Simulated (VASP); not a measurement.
ZnO:

```
Zn O
1.0
     5.51313    0.00000    0.00000
     0.00000    5.51313    0.00000
     0.00000    0.00000    3.24879
Zn O
4 4
Direct
  0.18179 0.18179 0.50000
  0.81821 0.81821 0.50000
  0.68179 0.31821 0.00000
  0.31821 0.68179 0.00000
  0.81748 0.18252 0.50000
  0.18252 0.81748 0.50000
  0.68252 0.68252 0.00000
  0.31748 0.31748 0.00000
```

Base run:

| Property | Result |
| --- | --- |
| Program | VASP 6.6.1 |
| Functional | r2SCAN |
| Potentials or basis | VASP PAW PBE potentials, release 64 (Zn, O) |
| Cutoff | 520 eV |
| k mesh | 6 × 6 × 8 |
| Occupations | gaussian, width 0.01 eV |
| Spin | no spin polarisation |

Its results: band gap on the k mesh 1.20 eV; pressure 1.0 GPa; largest force 0.035 eV/Å.

Problem. The run is repeated on the same cell with these changes: functional from r2SCAN to PBE; further incar settings from ALGO = Normal; EDIFF = 1e-07; NBANDS = 46 to ALGO = Normal; EDIFF = 1e-06; NBANDS = 46. What comes out?

Solution. Band gap on the k mesh 0.80 eV; pressure 6.8 GPa; largest force 0.045 eV/Å.

Caveats: the PAW data sets were made with another functional, which shifts forces and pressure a little (at least some runs); the cell stands under pressure (at least some runs).

A k mesh can miss the band edges.
